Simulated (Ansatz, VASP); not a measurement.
# Zn3P in VASP and in Ansatz

```
CELL_PARAMETERS angstrom
3.96184 0.00000 0.00000
0.00000 3.96184 0.00000
0.00000 0.00000 3.96184
ATOMIC_POSITIONS crystal
Zn 0.00000 0.50000 0.50000
Zn 0.50000 0.00000 0.50000
Zn 0.50000 0.50000 0.00000
P 0.00000 0.00000 0.00000
```

Alike in both runs: functional PBE; k mesh 4 × 4 × 4; occupations gaussian, width 0.1 eV; no spin polarisation.

Ansatz relaxed the structure, and its values are those at the end. VASP's run is a single point on that final structure, the one shown.

|  | VASP | Ansatz |
| --- | --- | --- |
| version | VASP 6.6.1 | Ansatz 0.2.0 |
| potentials or method | VASP PAW PBE potentials, release 64 (Zn, P), cutoff 520 eV | scalar-relativistic, plane waves, PAW |
| valence electrons in the cell | 41 | 41 |

Ansatz gave:

| Property | Result |
| --- | --- |
| gap on the k mesh at the Fermi level (eV) | none |
| pressure (GPa) | 0.1 |

Which values does VASP return?

gap on the k mesh at the Fermi level (eV): none; pressure (GPa): 0.3.

A gap of «none» marks a metal or a gap that the smearing closes. The functional is the same, so the differences come from potentials, cutoffs and numerics.

The k mesh is coarse, so the values compare programs but aren't converged.
